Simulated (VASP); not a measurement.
Input of a VASP 6.6.1 run:

INCAR

```
SYSTEM = Au
PREC = Accurate
ENCUT = 520
EDIFF = 1E-6
ISMEAR = 1
SIGMA = 0.05
LREAL = .False.
LASPH = .True.
NELM = 80
ALGO = Normal
ISIF = 2
LWAVE = .False.
LCHARG = .False.
GGA = PE
NBANDS = 18
```

The input KPOINTS:

```
regular mesh
0
Gamma
  8 8 8
  0 0 0
```

Contents of POSCAR:

```
Au
1.0
    0.0000000000      3.0780796635      3.0780796635
    3.0780796635      0.0000000000      3.0780796635
    3.0780796635      3.0780796635      0.0000000000
Au
2
Direct
    0.0000000000      0.0000000000      0.0000000000
    0.2500000000      0.2500000000      0.2500000000
```

Potentials or basis: VASP PAW PBE potentials, release 64 (Au).

Run with:

```sh
$ cat potpaw_PBE.64/Au/POTCAR > POTCAR
$ mpirun -np 1 vasp_std > vasp.out
```

What does it give for the pressure?

-0.1 GPa.

What does it give for the band gap on the k mesh?

Zero (band 11 reaches 3.05 eV, above the bottom of band 12 at 2.41 eV).

Caveat: spin-orbit coupling is left out, which moves the levels of the heavy elements.
